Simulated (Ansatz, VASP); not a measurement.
## One calculation of NaF, two programs

File INCAR:

```
SYSTEM = NaF
ALGO = Normal ; EDIFF = 1E-6
ENCUT = 520 ; GGA = PE
ISIF = 2 ; ISMEAR = 0
LASPH = .TRUE. ; LCHARG = .TRUE.
LELF = .TRUE. ; LREAL = .FALSE.
LVHAR = .TRUE. ; LWAVE = .FALSE.
NBANDS = 14 ; NELM = 60
PREC = Accurate ; SIGMA = 0.01
```

KPOINTS

```
k-points
0
G
  8 8 8
  0 0 0
```

Contents of POSCAR:

```
NaF
1.0
    0.0000000000      2.6276328888      2.6276328888
    2.6276328888      0.0000000000      2.6276328888
    2.6276328888      2.6276328888      0.0000000000
Na F
1 1
Direct
    0.0000000000      0.0000000000      0.0000000000
    0.2500000000      0.2500000000      0.2500000000
```

Input for Ansatz:

```yaml
crystal:
  lattice:
    - [0.0, 2.6276328888, 2.6276328888]
    - [2.6276328888, 0.0, 2.6276328888]
    - [2.6276328888, 2.6276328888, 0.0]
  atoms:
    - { symbol: Na, position: [0.0, 0.0, 0.0] }
    - { symbol: F, position: [0.25, 0.25, 0.25] }
kpoints:
  mp_grid: { grid: [8, 8, 8] }
hamiltonian:
  xc: pbe
scf:
  occupations: { method: fixed }
  n_extra_bands: 4
output:
  forces: true
  stress: true
  eigenvalues: true
```

Alike in both runs: task single point; functional PBE; k mesh 8 × 8 × 8; no spin polarisation.

|  | VASP | Ansatz |
| --- | --- | --- |
| version | VASP 6.6.1 | Ansatz 0.2.0 |
| potentials or method | VASP PAW PBE potentials, release 64 (Na_pv, F) | plane waves, PAW |
| plane-wave cutoff (eV) | 520 | 420 |
| occupations | gaussian, width 0.01 eV | fixed |
| valence electrons in the cell | 14 | 16 |

|  | VASP | Ansatz | Ansatz less VASP |
| --- | --- | --- | --- |
| gap on the k mesh at the Fermi level (eV) | 5.26 | 5.27 | +0.013 |
| pressure (GPa) | -1.7 | -1.6 | +0.06 |

VASP's potentials hold 14 valence electrons a cell and Ansatz's 16, so a difference there can come from the potentials and not from the codes.
